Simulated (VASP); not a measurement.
Set up this calculation in VASP 6.6.1, as the native input.

```yaml
Task: relaxation of cell and atoms
Functional: PBE
Potentials_or_basis: VASP PAW PBE potentials, release 64 (Rh_pv, Cl)
Cutoff: 600 eV
k_mesh: 18 × 18 × 18
Occupations: gaussian, width 0.1 eV
Spin: no spin polarisation
Dipole_correction: no
Further_INCAR_settings: ALGO = Normal; EDIFF = 1e-06; IBRION = 2; EDIFFG = -0.01; NSW = 100; ISIF = 3
```

The structure of RhCl lies in POSCAR:

```
RhCl
1.0
    3.1382440977      0.0000000000      0.0000000000
    0.0000000000      3.1382440977      0.0000000000
    0.0000000000      0.0000000000      3.1382440977
Rh Cl
1 1
Direct
    0.0000000000      0.0000000000      0.0000000000
    0.5000000000      0.5000000000      0.5000000000
```

These files were run (other wordings do the same):

INCAR

```
SYSTEM = RhCl
PREC = Accurate
ENCUT = 600
EDIFF = 1E-6
ISMEAR = 0
SIGMA = 0.1
LREAL = .False.
LASPH = .True.
NELM = 100
ALGO = Normal
ISIF = 3
LWAVE = .False.
LCHARG = .False.
GGA = PE
IBRION = 2
NSW = 100
EDIFFG = -0.01
```

KPOINTS

```
Automatic mesh
0
Gamma
  18 18 18
  0 0 0
```

Potentials or basis: VASP PAW PBE potentials, release 64 (Rh_pv, Cl).

Command:

```sh
$ cat potpaw_PBE.64/Rh_pv/POTCAR potpaw_PBE.64/Cl/POTCAR > POTCAR
$ mpirun -np 1 vasp_std > vasp.out
```

Results of the run:

| Item | Value |
| --- | --- |
| Relaxed volume | 15.50 Å³/atom |
| Relaxed cell | a = 3.141 Å, b = 3.141 Å, c = 3.141 Å, α = 90.00°, β = 90.00°, γ = 90.00° |
| Space group after relaxing (to 0.05 Å) | Pm-3m (No. 221) |
| Energy gained by relaxing | 0.0 meV/atom |
| Ionic steps | 3 |
| Pressure after relaxing | 0.0 GPa |
| Band gap on the k mesh | zero (band 11 reaches 10.02 eV, above the bottom of band 12 at 8.20 eV) |

It took 3.9 min on 1 thread of Oxide Virtual Turin-like Processor (shared host), peak memory 0.23 GiB.
